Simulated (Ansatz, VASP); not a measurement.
P in VASP and in Ansatz

```
P
1.0
    -1.44070    1.44070    1.44070
     1.44070   -1.44070    1.44070
     1.44070    1.44070   -1.44070
P
1
Cartesian
  0.0000 0.0000 0.0000
```

Alike in both runs: task single point; functional LDA; k mesh 16 × 16 × 16; occupations fermi-dirac, width 0.1 eV; no spin polarisation.

|  | VASP | Ansatz |
| --- | --- | --- |
| version | VASP 6.6.1 | Ansatz 0.2.0 |
| potentials or method | VASP PAW LDA potentials, release 64 (P), cutoff 520 eV | plane waves (420 eV) with PAW, scalar-relativistic |
| valence electrons in the cell | 5 | 5 |

Ansatz gave:

- pressure (GPa): 18.0

Q: Which values does VASP return?

A: Pressure (GPa): 17.8.

Ansatz warns that its potentials were made for another functional, while VASP's fit it. LDA's correlation is that of Perdew and Zunger in VASP and of Perdew and Wang (1992) in Ansatz.
